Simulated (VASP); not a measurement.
BC5, 6 atoms in the cell. The structure is trigonal, space group P3m1 (No. 156). The conventional cell has a = 2.552 Å, b = 2.552 Å, c = 6.400 Å, α = 90.00°, β = 90.00°, γ = 120.00°. B (site symmetry 3m) has 4 C at 1.61 to 1.63 Å within 2.1 Å. C (site symmetry 3m) has 3 C at 1.56 Å and 1 B at 1.61 Å within 2.1 Å. Within 2.1 Å of C (site symmetry 3m) lie 4 C at 1.55 to 1.56 Å. C (site symmetry 3m) has 4 C at 1.50 to 1.57 Å within 2.0 Å. Within 2.1 Å of C (site symmetry 3m) lie 4 C at 1.55 to 1.57 Å. Within 2.0 Å of C (site symmetry 3m) lie 1 C at 1.50 Å and 3 B at 1.63 Å. 

```yaml
Program: VASP 6.6.1
Task: relaxation of cell and atoms
Functional: r2SCAN
Dispersion: rVV10
Potentials_or_basis: VASP PAW PBE potentials, release 64 (B, C)
Cutoff: 600 eV
k_mesh: 9 × 9 × 4
Occupations: methfessel-paxton, width 0.1 eV
Spin: no spin polarisation
Dipole_correction: no
Further_INCAR_settings: ALGO = Normal; EDIFF = 1e-07; IBRION = 2; EDIFFG = -0.01; NSW = 100; ISIF = 3
```

Potentials or basis: VASP PAW PBE potentials, release 64 (B, C).

Command:

```console
$ cat potpaw_PBE.64/B/POTCAR potpaw_PBE.64/C/POTCAR > POTCAR
$ cp INCAR.step1 INCAR
$ mpirun -np 1 vasp_std > vasp.out
$ cp INCAR.step2 INCAR
$ mpirun -np 1 vasp_std > vasp.out
```

Hardware: 1 thread of Intel(R) Xeon(R) 6975P-C (Granite Rapids), on a shared host.

Estimate the wall time of this run.

It took 5.5 min on 1 thread of Intel(R) Xeon(R) 6975P-C (Granite Rapids), with other jobs on the host, peak memory 0.26 GiB. Counts: k points 43, ion steps 7.
